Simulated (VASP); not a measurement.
ScCdC4N4: single point with PBE

Crystal: ScCdC4N4.

```xyz
10
Lattice="6.1078 0.0000 0.0000 0.0000 6.1078 0.0000 0.0000 0.0000 6.1078" Properties=species:S:1:pos:R:3 pbc="T T T"
Sc    0.0000    0.0000    0.0000
Cd    3.0539    3.0539    3.0539
C     1.1674    1.1674    1.1674
C     1.1674    4.9404    4.9404
C     4.9404    1.1674    4.9404
C     4.9404    4.9404    1.1674
N     1.8429    1.8429    1.8429
N     1.8429    4.2649    4.2649
N     4.2649    1.8429    4.2649
N     4.2649    4.2649    1.8429
```

```
Program             : VASP 6.6.1
Task                : single point
Functional          : PBE
Potentials or basis : VASP PAW PBE potentials, release 64 (Sc_sv, Cd, C, N)
Cutoff              : 520 eV
k mesh              : 4 × 4 × 4
Occupations         : gaussian, width 0.1 eV
Spin                : collinear spin, ferromagnetic start
Starting moments    : [0.0, 0.0, 1.0, 1.0, 1.0, 1.0, 1.0, 1.0, 1.0, 1.0] μB
```

```yaml
Pressure: 9.4 GPa
Largest_force: 2.521 eV/Å
Band_gap_on_the_k_mesh: zero (filled and empty bands overlap)
Net_moment: 1.00 μB per cell
Site_moments: Sc +0.42; Cd +0.01; C +0.01; N +0.05 μB
Valence_electrons_inside_the_program's_atomic_spheres: Sc 10.05; Cd 10.39; C 2.65; N 3.89
```

Forces in eV/Å, atoms in the order of the input:
```
Sc   0.000  0.000  0.000
Cd   0.000  0.000  0.000
C    1.455  1.455  1.455
C    1.455 -1.455 -1.455
C   -1.455  1.455 -1.455
C   -1.455 -1.455  1.455
N   -0.135 -0.135 -0.135
N   -0.135  0.135  0.135
N    0.135 -0.135  0.135
N    0.135  0.135 -0.135
```

Levels at points of the mesh, in eV from the Fermi level:
Spin up:
```
           k point  band 27  band 28  band 29  band 30  band 31  band 32  band 33  band 34
(0.00, 0.00, 0.00)    -4.87    -4.87    -4.87     0.02     0.02     0.33     0.33     0.33
(0.50, 0.00, 0.00)    -5.22    -4.91    -4.91    -0.08     0.08     0.58     0.71     0.71
(0.50, 0.50, 0.00)    -5.30    -4.92    -4.92    -0.09     0.10     0.80     0.80     0.82
(0.50, 0.50, 0.50)    -4.98    -4.98    -4.98     0.03     0.03     0.67     0.67     0.67
```
Spin down:
```
           k point  band 27  band 28  band 29  band 30  band 31  band 32
(0.00, 0.00, 0.00)    -4.78    -4.78    -4.78     0.41     0.41     0.48
(0.50, 0.00, 0.00)    -5.13    -4.83    -4.83     0.30     0.48     0.75
(0.50, 0.50, 0.00)    -5.21    -4.84    -4.84     0.28     0.50     0.98
(0.50, 0.50, 0.50)    -4.89    -4.89    -4.89     0.43     0.43     0.85
```

Wall time 4.3 min on 1 thread of Intel(R) Xeon(R) Platinum 8375C CPU @ 2.90GHz (Ice Lake) (shared host), peak memory 0.49 GiB.

Caveat: the cell stands under pressure; forces of over 1 eV/Å act on the atoms, so gaps and moduli don't describe the material at rest.
